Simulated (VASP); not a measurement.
# B2Pb2O (P4/mmm) in VASP: notebook

B2Pb2O is run at these levels: PBE; tasks: single point, relaxation of cell and atoms.

Program: VASP 6.6.1. These are calculated values, not measurements. Logs are shortened: lines on timing, memory, paths and dates and some standing lists are left out, and cuts for length are marked.

### Step 1. The cell of the first run

The structure is tetragonal, space group P4/mmm (No. 123). Conventional cell: a = 3.008 Å, b = 3.008 Å, c = 8.525 Å, α = 90.00°, β = 90.00°, γ = 90.00°. B (site symmetry mmm) has 4 B at 2.13 Å within 2.8 Å. Pb (site symmetry 4mm) has 4 O at 2.71 Å and 4 B at 2.99 Å and 5 Pb at 3.01 to 3.37 Å within 3.6 Å. O (site symmetry 4/mmm) has 8 Pb at 2.71 Å and 4 O at 3.01 Å within 3.6 Å.

The cell was generated, and may not be a known phase.

### Step 2. Single point, PBE

INCAR reads:

```
PREC = Accurate ; ENCUT = 520
EDIFF = 1E-6 ; ISMEAR = 0
SIGMA = 0.1 ; LREAL = F
LASPH = T ; NELM = 100
ALGO = Normal ; ISIF = 2
LWAVE = F ; LCHARG = F
GGA = PE ; NBANDS = 28
```

KPOINTS reads:

```
regular mesh
0
Gamma
  4 4 4
```

POSCAR reads:

```
B2Pb2O
1.0
    3.0083577645      0.0000000000      0.0000000000
    0.0000000000      3.0083577645      0.0000000000
    0.0000000000      0.0000000000      8.5248177833
B Pb O
2 2 1
Direct
    0.5000000000      0.0000000000      0.5000000000
    0.0000000000      0.5000000000      0.5000000000
    0.5000000000      0.5000000000      0.8026070795
    0.5000000000      0.5000000000      0.1973929205
    0.0000000000      0.0000000000      0.0000000000
```

Potentials or basis: VASP PAW PBE potentials, release 64 (B, Pb_d, O).

Run with:

```sh
> cat potpaw_PBE.64/B/POTCAR potpaw_PBE.64/Pb_d/POTCAR potpaw_PBE.64/O/POTCAR > POTCAR
> mpirun -np 1 vasp_std > vasp.out
```

OUTCAR:

```text
PREC = Accurate
   ENCUT = 520
   EDIFF = 1E-6
   ISMEAR = 0
   LREAL = F
   LASPH = T
   NELM = 100
   ISIF = 2
   GGA = PE

 ion  position               nearest neighbor table
   1  0.500  0.000  0.500-   2 2.13   2 2.13   2 2.13   2 2.13   3 2.99   4 2.99   4 2.99   3 2.99

   2  0.000  0.500  0.500-   1 2.13   1 2.13   1 2.13   1 2.13   4 2.99   3 2.99   4 2.99   3 2.99

   3  0.500  0.500  0.803-   5 2.71   5 2.71   5 2.71   5 2.71   2 2.99   2 2.99   1 2.99   1 2.99
                             4 3.37
   4  0.500  0.500  0.197-   5 2.71   5 2.71   5 2.71   5 2.71   2 2.99   2 2.99   1 2.99   1 2.99
                             3 3.37
   5  0.000  0.000  0.000-   3 2.71   4 2.71   3 2.71   4 2.71   3 2.71   4 2.71   3 2.71   4 2.71

  LATTYP: Found a simple tetragonal cell.
 ALAT       =     3.0083577645
 C/A-ratio  =     2.8337114302

  Lattice vectors:

 A1 = (   3.0083577645,   0.0000000000,   0.0000000000)
 A2 = (   0.0000000000,   3.0083577645,   0.0000000000)
 A3 = (   0.0000000000,   0.0000000000,   8.5248177833)

Analysis of symmetry for initial positions (statically):
=====================================================================
 Subroutine PRICEL returns:
 Original cell was already a primitive cell.

 Routine SETGRP: Setting up the symmetry group for a
 simple tetragonal supercell.

 Subroutine GETGRP returns: Found 16 space group operations
 (whereof 16 operations were pure point group operations)
 out of a pool of 16 trial point group operations.

The static configuration has the point symmetry D_4h.

Analysis of symmetry for dynamics (positions and initial velocities):
=====================================================================
 Subroutine PRICEL returns:
 Original cell was already a primitive cell.

 Routine SETGRP: Setting up the symmetry group for a
 simple tetragonal supercell.

 Subroutine GETGRP returns: Found 16 space group operations
 (whereof 16 operations were pure point group operations)
 out of a pool of 16 trial point group operations.

The dynamic configuration has the point symmetry D_4h.

 Subroutine INISYM returns: Found 16 space group operations
 (whereof 16 operations are pure point group operations),
 and found     1 'primitive' translations

----------------------------------------------------------------------------------------

                                     Primitive cell

  volume of cell :      77.1514

  direct lattice vectors                    reciprocal lattice vectors
     3.008357764  0.000000000  0.000000000     0.332407273  0.000000000  0.000000000
     0.000000000  3.008357764  0.000000000     0.000000000  0.332407273  0.000000000
     0.000000000  0.000000000  8.524817783     0.000000000  0.000000000  0.117304560

  length of vectors
     3.008357764  3.008357764  8.524817783     0.332407273  0.332407273  0.117304560

  position of ions in fractional coordinates (direct lattice)
     0.500000000  0.000000000  0.500000000
     0.000000000  0.500000000  0.500000000
     0.500000000  0.500000000  0.802607079
     0.500000000  0.500000000  0.197392921
     0.000000000  0.000000000  0.000000000

  ion indices of the primitive-cell ions
   primitive index   ion index
                 1           1
                 2           2
                 3           3
                 4           4
                 5           5

----------------------------------------------------------------------------------------

 KPOINTS: regular mesh

Automatic generation of k-mesh.
 Grid dimensions read from file:
 generate k-points for:    4    4    4

 Generating k-lattice:

  Cartesian coordinates                     Fractional coordinates (reciprocal lattice)
     0.083101818  0.000000000  0.000000000     0.250000000  0.000000000  0.000000000
     0.000000000  0.083101818  0.000000000     0.000000000  0.250000000  0.000000000
     0.000000000  0.000000000  0.029326140     0.000000000  0.000000000  0.250000000

  Length of vectors
     0.083101818  0.083101818  0.029326140

[... 55 lines left out ...]
      1     -10.5573      2.00000
      2     -10.1970      2.00000
      3     -10.1581      2.00000
      4      -9.8346      2.00000
      5      -9.7067      2.00000
      6      -9.6943      2.00000
[... 20 lines left out ...]
     27      14.7415      0.00000
     28      15.0693      0.00000

 k-point     4 :       0.2500    0.2500    0.0000
  band No.  band energies     occupation
      1     -10.4143      2.00000
      2      -9.8571      2.00000
      3      -9.8477      2.00000
      4      -9.8107      2.00000
      5      -9.7493      2.00000
      6      -9.7287      2.00000
[... 20 lines left out ...]
     27      12.4626      0.00000
     28      14.2825      0.00000

 k-point     5 :       0.5000    0.2500    0.0000
  band No.  band energies     occupation
      1     -10.4663      2.00000
      2      -9.9159      2.00000
      3      -9.9085      2.00000
      4      -9.8028      2.00000
      5      -9.7892      2.00000
      6      -9.6982      2.00000
[... 20 lines left out ...]
     27      13.4076      0.00000
     28      15.1872      0.00000

 k-point     6 :       0.5000    0.5000    0.0000
  band No.  band energies     occupation
      1     -10.5194      2.00000
      2     -10.1230      2.00000
      3      -9.8686      2.00000
      4      -9.8686      2.00000
      5      -9.7712      2.00000
      6      -9.7712      2.00000
[... 277 lines left out ...]
      5      -9.7066      2.00000
      6      -9.6944      2.00000
[... 20 lines left out ...]
     27      14.7986      0.00000
     28      14.8349      0.00000

 k-point    16 :       0.2500    0.2500    0.5000
  band No.  band energies     occupation
      1     -10.4140      2.00000
      2      -9.8570      2.00000
      3      -9.8478      2.00000
      4      -9.8038      2.00000
      5      -9.7498      2.00000
      6      -9.7245      2.00000
[... 20 lines left out ...]
     27      13.0265      0.00000
     28      13.1855      0.00000

 k-point    17 :       0.5000    0.2500    0.5000
  band No.  band energies     occupation
      1     -10.4657      2.00000
      2      -9.9163      2.00000
      3      -9.9057      2.00000
      4      -9.8066      2.00000
      5      -9.7846      2.00000
      6      -9.7008      2.00000
[... 20 lines left out ...]
     27      12.5219      0.00000
     28      13.4934      0.00000

 k-point    18 :       0.5000    0.5000    0.5000
  band No.  band energies     occupation
      1     -10.5189      2.00000
      2     -10.1236      2.00000
      3      -9.8665      2.00000
      4      -9.8665      2.00000
      5      -9.7734      2.00000
      6      -9.7734      2.00000
[... 20 lines left out ...]
     27      11.2220      0.00000
     28      12.3600      0.00000

------------------------ aborting loop because EDIFF is reached ----------------------------------------

  FORCE on cell =-STRESS in cart. coord.  units (eV):
  Direction    XX          YY          ZZ          XY          YZ          ZX
  --------------------------------------------------------------------------------------
  -------------------------------------------------------------------------------------
  Total       -0.0280048     -0.0280048     -0.0454543      0.0000000     -0.0000000      0.0000000
  in kB       -0.5815667     -0.5815667     -0.9439346      0.0000000     -0.0000000      0.0000000
  external PRESSURE =      -0.7023560 kB  Pullay stress =       0.0000000 kB

 VOLUME and BASIS-vectors are now :
 -----------------------------------------------------------------------------
  energy-cutoff  :      520.00
  volume of cell :       77.15
      direct lattice vectors                 reciprocal lattice vectors
     3.008357764  0.000000000  0.000000000     0.332407273  0.000000000  0.000000000
     0.000000000  3.008357764  0.000000000     0.000000000  0.332407273  0.000000000
     0.000000000  0.000000000  8.524817783     0.000000000  0.000000000  0.117304560

 POSITION                                       TOTAL-FORCE (eV/Angst)
 -----------------------------------------------------------------------------------
      1.50418      0.00000      4.26241         0.000000      0.000000      0.000000
      0.00000      1.50418      4.26241         0.000000      0.000000      0.000000
      1.50418      1.50418      6.84208        -0.000000     -0.000000      0.000249
      1.50418      1.50418      1.68274         0.000000     -0.000000     -0.000249
      0.00000      0.00000      0.00000         0.000000      0.000000      0.000000
 -----------------------------------------------------------------------------------
    total drift:                                0.000000     -0.000000      0.000000

  FREE ENERGIE OF THE ION-ELECTRON SYSTEM (eV)
  ---------------------------------------------------
  free  energy   TOTEN  =       -21.8742164566 eV

  energy  without entropy=      -21.8605882307  energy(sigma->0) =      -21.86740234
```

It took 42 s on 1 thread of Oxide Virtual Turin-like, shared host; peak memory 0.17 GiB.

What came out:

* Free energy: -21.8742 eV
* Pressure: -0.1 GPa
* Band gap on the k mesh: zero (bands 20 and 21 overlap by 2.50 eV)

Caveat: the k points lie up to 0.52 Å⁻¹ apart, too coarse for converged energies and pressures of a metal; spin-orbit coupling is left out, which moves the levels of the heavy elements.

### Step 3. Single point, PBE

This run uses another cell than the first one, of 16.74 Å³/atom.

INCAR reads:

```
  PREC = Accurate
  ENCUT = 520
  EDIFF = 1E-7
  ISMEAR = 0
  SIGMA = 0.1
  LREAL = False
  LASPH = True
  NELM = 60
  ALGO = Normal
  ISIF = 2
  LWAVE = False
  LCHARG = False
  GGA = PE
  NBANDS = 28
```

KPOINTS reads:

```
Automatic mesh
0
Gamma
  4 4 4
```

POSCAR reads:

```
B2Pb2O
1.0
    3.9857013300      0.0000000000      0.0000000000
    0.0000000000      3.9857013300      0.0000000000
    0.0000000000      0.0000000000      5.2692932900
B Pb O
2 2 1
Direct
    0.5000000000      0.0000000000      0.5000000000
    0.0000000000      0.5000000000      0.5000000000
    0.5000000000      0.5000000000      0.7247068300
    0.5000000000      0.5000000000      0.2752931700
    0.0000000000      0.0000000000      0.0000000000
```

Potentials or basis: VASP PAW PBE potentials, release 64 (B, Pb_d, O).

Run with:

```sh
> cat potpaw_PBE.64/B/POTCAR potpaw_PBE.64/Pb_d/POTCAR potpaw_PBE.64/O/POTCAR > POTCAR
> mpirun -np 1 vasp_std > vasp.out
```

Run time: 50 s. Hardware: 1 thread of Oxide Virtual Turin-like, shared host; peak memory 0.17 GiB.

The run converged. Its results:

```
Free energy            : -13.6755 eV
Pressure               : 26.1 GPa
Largest force          : 13.265 eV/Å
Band gap on the k mesh : zero (bands 20 and 21 overlap by 1.36 eV)
```

Forces on the atoms (eV/Å):
```
B     0.000   0.000   0.000
B     0.000   0.000   0.000
Pb    0.000   0.000  13.265
Pb    0.000   0.000 -13.265
O     0.000   0.000   0.000
```

Stress tensor (GPa, compression positive):
```
 7.31  0.00  0.00
 0.00  7.31  0.00
 0.00  0.00 63.68
```

Levels at points of the mesh, in eV from the Fermi level:
```csv
k point,band 17,band 18,band 19,band 20,band 21,band 22,band 23,band 24
"(0.00, 0.00, 0.00)",-2.98,-0.65,-0.65,-0.47,0.88,2.04,2.83,2.83
"(0.50, 0.00, 0.00)",-2.99,-1.48,-0.94,0.11,0.20,0.99,1.26,3.93
"(0.50, 0.50, 0.00)",-2.49,-2.01,-2.01,-1.24,-1.24,-1.01,3.01,5.08
"(0.00, 0.00, 0.50)",-1.21,-1.21,-1.14,-0.36,1.23,1.85,2.88,2.88
"(0.50, 0.00, 0.50)",-1.47,-0.85,-0.84,-0.67,0.84,1.55,1.81,2.44
"(0.50, 0.50, 0.50)",-3.50,-2.98,-0.19,0.09,0.09,3.02,3.03,5.08
```

Caveat: the k points lie up to 0.39 Å⁻¹ apart, too coarse for converged energies and pressures of a metal; spin-orbit coupling is left out, which moves the levels of the heavy elements; forces of over 1 eV/Å act on the atoms, so gaps and moduli don't describe the material at rest.

### Step 4. Single point, PBE

This run uses another cell than the first one, of 15.36 Å³/atom.

INCAR reads:

```
ALGO     = Fast           # electronic algorithm
EDIFF    = 1E-6           # SCF threshold, eV
ENCUT    = 520            # plane-wave cutoff, eV
GGA      = PE             # functional
ISIF     = 2              # what is computed and relaxed
ISMEAR   = 0              # smearing method
LASPH    = T              # aspherical terms in the spheres
LCHARG   = F              # write CHGCAR
LREAL    = F              # projectors in reciprocal space
LWAVE    = F              # write WAVECAR
NBANDS   = 28             # bands
NELM     = 100            # most SCF steps
PREC     = Accurate       # precision mode
SIGMA    = 0.1            # smearing width, eV
```

KPOINTS reads:

```
k-points
0
Gamma
  6 6 2
```

POSCAR reads:

```
B2Pb2O
1.0
    3.0701746876      0.0000000000      0.0000000000
    0.0000000000      3.0701746876      0.0000000000
    0.0000000000      0.0000000000      8.1472239928
B Pb O
2 2 1
Direct
    0.5000000000      0.0000000000      0.5000000000
    0.0000000000      0.5000000000      0.5000000000
    0.5000000000      0.5000000000      0.7986085114
    0.5000000000      0.5000000000      0.2013914886
    0.0000000000      0.0000000000      0.0000000000
```

Run with:

```sh
> cat potpaw_PBE.64/B/POTCAR potpaw_PBE.64/Pb_d/POTCAR potpaw_PBE.64/O/POTCAR > POTCAR
> mpirun -np 1 vasp_std > vasp.out
```

Run time: 47 s. Hardware: 1 thread of Oxide Virtual Turin-like, shared host; peak memory 0.16 GiB.

The run converged. Its results:

```
Free energy            : -21.8386 eV
Pressure               : -0.2 GPa
Band gap on the k mesh : zero (bands 20 and 21 overlap by 2.78 eV)
```

Stress tensor (GPa, compression positive):
```
-0.12  0.00  0.00
 0.00 -0.12  0.00
 0.00  0.00 -0.30
```

Levels at points of the mesh, in eV from the Fermi level:
```csv
k point,band 17,band 18,band 19,band 20,band 21,band 22,band 23,band 24
"(0.00, 0.00, 0.00)",-2.03,-0.27,-0.27,0.17,0.91,3.11,4.94,6.93
"(0.50, 0.00, 0.00)",-1.85,-1.66,-1.60,-1.08,0.21,3.02,3.41,3.59
"(0.50, 0.50, 0.00)",-3.71,-3.49,-3.49,-2.58,-1.71,-1.71,2.04,2.04
"(0.00, 0.00, 0.50)",-2.02,-1.85,-0.30,-0.30,3.11,4.23,4.94,5.04
"(0.50, 0.00, 0.50)",-3.94,-3.50,-1.60,1.07,1.28,2.32,3.04,3.41
"(0.50, 0.50, 0.50)",-4.34,-4.16,-2.57,-2.37,-0.35,-0.35,0.43,0.43
```

Caveat: the k points lie up to 0.39 Å⁻¹ apart, too coarse for converged energies and pressures of a metal; spin-orbit coupling is left out, which moves the levels of the heavy elements.

### Step 5. Relaxation of cell and atoms, PBE

This run uses another cell than the first one, of 16.74 Å³/atom.

INCAR reads:

```
PREC = Accurate
ENCUT = 600
EDIFF = 1E-7
ISMEAR = 0
SIGMA = 0.1
LREAL = False
LASPH = True
NELM = 60
ALGO = Fast
ISIF = 3
LWAVE = False
LCHARG = False
GGA = PE
IBRION = 2
NSW = 90
EDIFFG = -0.04
```

KPOINTS reads:

```
regular mesh
0
Gamma
  4 4 4
```

POSCAR reads:

```
B2Pb2O
1.0
    3.9857013300      0.0000000000      0.0000000000
    0.0000000000      3.9857013300      0.0000000000
    0.0000000000      0.0000000000      5.2692932900
B Pb O
2 2 1
Direct
    0.5000000000      0.0000000000      0.5000000000
    0.0000000000      0.5000000000      0.5000000000
    0.5000000000      0.5000000000      0.7247068300
    0.5000000000      0.5000000000      0.2752931700
    0.0000000000      0.0000000000      0.0000000000
```

Run with:

```sh
> cat potpaw_PBE.64/B/POTCAR potpaw_PBE.64/Pb_d/POTCAR potpaw_PBE.64/O/POTCAR > POTCAR
> mpirun -np 1 vasp_std > vasp.out
```

Wall time 20 min (1 thread of Oxide Virtual Turin-like, shared host); peak memory 0.21 GiB.

It converged, with:

```
Free energy                           : -21.5839 eV
Relaxed volume                        : 15.00 Å³/atom
Relaxed cell                          : a = 3.083 Å, b = 3.083 Å, c = 7.890 Å, α = 90.00°, β = 90.00°, γ = 90.00°
Space group after relaxing (to 0.1 Å) : P4/mmm (No. 123)
Pressure after relaxing               : 0.2 GPa
Largest force after relaxing          : 0.027 eV/Å
Band gap on the k mesh                : zero (bands 20 and 21 overlap by 3.28 eV)
```

Forces on the atoms (eV/Å):
```
B    0.000  0.000  0.000
B    0.000  0.000  0.000
Pb   0.000  0.000 -0.027
Pb   0.000  0.000  0.027
O    0.000  0.000  0.000
```

Stress tensor (GPa, compression positive):
```
0.16 0.00 0.00
0.00 0.16 0.00
0.00 0.00 0.41
```

Final structure:
```
CELL_PARAMETERS angstrom
3.08327 0.00000 0.00000
0.00000 3.08327 0.00000
0.00000 0.00000 7.89021
ATOMIC_POSITIONS crystal
B 0.50000 0.00000 0.50000
B 0.00000 0.50000 0.50000
Pb 0.50000 0.50000 0.79762
Pb 0.50000 0.50000 0.20238
O 0.00000 0.00000 0.00000
```

Levels at points of the mesh, in eV from the Fermi level:
| k point | band 17 | band 18 | band 19 | band 20 | band 21 | band 22 | band 23 | band 24 |
| --- | --- | --- | --- | --- | --- | --- | --- | --- |
| (0.00, 0.00, 0.00) | -2.13 | -0.17 | -0.17 | 0.56 | 1.17 | 2.99 | 4.80 | 7.95 |
| (0.50, 0.00, 0.00) | -1.66 | -1.53 | -1.40 | -0.99 | 0.45 | 3.02 | 3.51 | 4.78 |
| (0.50, 0.50, 0.00) | -3.69 | -3.43 | -3.43 | -2.50 | -1.86 | -1.86 | 2.33 | 2.33 |
| (0.00, 0.00, 0.50) | -2.10 | -1.50 | -0.22 | -0.22 | 2.99 | 4.80 | 5.69 | 7.29 |
| (0.50, 0.00, 0.50) | -3.99 | -3.56 | -1.66 | 1.43 | 1.43 | 2.70 | 3.04 | 3.51 |
| (0.50, 0.50, 0.50) | -4.41 | -3.99 | -2.44 | -2.04 | -0.39 | -0.39 | 0.66 | 0.66 |

Caveat: the k points lie up to 0.51 Å⁻¹ apart in the final cell, too coarse for converged energies and pressures of a metal; a cell axis changed by over 15 % at a fixed basis, so the end point is rough; spin-orbit coupling is left out, which moves the levels of the heavy elements.

### Step 6. The runs side by side

| task | cell | k mesh | cutoff (eV) | gap on the mesh (eV) | pressure (GPa) | largest force (eV/Å) |
| --- | --- | --- | --- | --- | --- | --- |
| single point | a = 3.008, b = 3.008, c = 8.525 Å, 5 atoms, atomic positions A | 4 × 4 × 4 | 520 | none | -0.1 | - |
| single point | a = 3.986, b = 3.986, c = 5.269 Å, 5 atoms, atomic positions B | 4 × 4 × 4 | 520 | none | 26.1 | 13.26 |
| single point | a = 3.070, b = 3.070, c = 8.147 Å, 5 atoms, atomic positions C | 6 × 6 × 2 | 520 | none | -0.2 | - |
| relaxation of cell and atoms | relaxed from a = 3.986, b = 3.986, c = 5.269 Å, 5 atoms, atomic positions B | 4 × 4 × 4 | 600 | none | 0.2 | 0.03 |

Alike in all rows: level PBE; potentials or basis VASP PAW PBE potentials, release 64 (B, Pb_d, O); no spin polarisation; smearing gaussian 0.1 eV.

Caveats: all runs use coarse meshes; spin-orbit coupling is left out, which moves the levels of the heavy elements; forces of over 1 eV/Å act on the atoms, so gaps and moduli don't describe the material at rest (at least some runs); a cell axis changed by over 15 % at a fixed basis, so the end point is rough (at least some runs).

Absolute energies hang on the potentials; compare differences alone.
